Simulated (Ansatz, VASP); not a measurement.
## Ga in VASP and in Ansatz

INCAR

```
SYSTEM = Ga
ALGO = Fast
EDIFF = 1E-6
ENCUT = 520
ISIF = 2
ISMEAR = -1
LASPH = .True.
LCHARG = .True.
LELF = .True.
LREAL = .False.
LVHAR = .True.
LWAVE = .False.
NBANDS = 20
NELM = 60
PREC = Accurate
SIGMA = 0.05
```

KPOINTS

```
k-points
0
Gamma
  10 10 8
  0 0 0
```

File POSCAR:

```
Ga
1.0
    1.3737178411     -3.9994756958      0.0000000000
    1.3737178411      3.9994756958      0.0000000000
   -0.1166592328      0.0000000000      3.3075802485
Ga
2
Direct
    0.1310000000      0.8690000000      0.7500000000
    0.8690000000      0.1310000000      0.2500000000
```

The input input.yaml:

```yaml
crystal:
  lattice:
    - [1.3737178411, -3.9994756958, 0.0]
    - [1.3737178411, 3.9994756958, 0.0]
    - [-0.1166592328, 0.0, 3.3075802485]
  atoms:
    - { symbol: Ga, position: [0.131, 0.869, 0.75] }
    - { symbol: Ga, position: [0.869, 0.131, 0.25] }
kpoints:
  mp_grid: { grid: [10, 10, 8] }
scf:
  occupations: { method: fermi_dirac, width: 0.05 }
hamiltonian:
  xc: lda
  pseudopotentials: { kind: all_electron, lapw: { basis_error: 0.001 } }
output:
  forces: true
  stress: true
  eigenvalues: true
```

Change from the starting cell: volume scaled by 0.98.

Alike in both runs: task single point; functional LDA; k mesh 10 × 10 × 8; occupations fermi-dirac, width 0.05 eV; no spin polarisation.

```csv
,VASP,Ansatz
version,VASP 6.6.1,Ansatz 0.2.0
potentials or method,"VASP PAW LDA potentials, release 64 (Ga_d), cutoff 520 eV","all-electron LAPW, scalar-relativistic"
```

VASP gave:

| Property | Result |
| --- | --- |
| gap on the k mesh at the Fermi level (eV) | none |
| pressure (GPa) | -3.0 |
| traceless stress, the component that is largest in VASP (GPa) | 0.56 |
| rms of the force components (eV/Å) | 0.111 |

**Question.** Estimate Ansatz's values.

**Answer.** gap on the k mesh at the Fermi level (eV): none; pressure (GPa): -3.0; traceless stress, the component that is largest in VASP (GPa): 0.54; rms of the force components (eV/Å): 0.109.

LDA's correlation is that of Perdew and Zunger in VASP and of Perdew and Wang (1992) in Ansatz. Atom by atom the forces differ by 0.002 eV/Å (rms over components). A gap of «none» marks a metal or a gap that the smearing closes. Ansatz ran all-electron here, and VASP with PAW potentials.
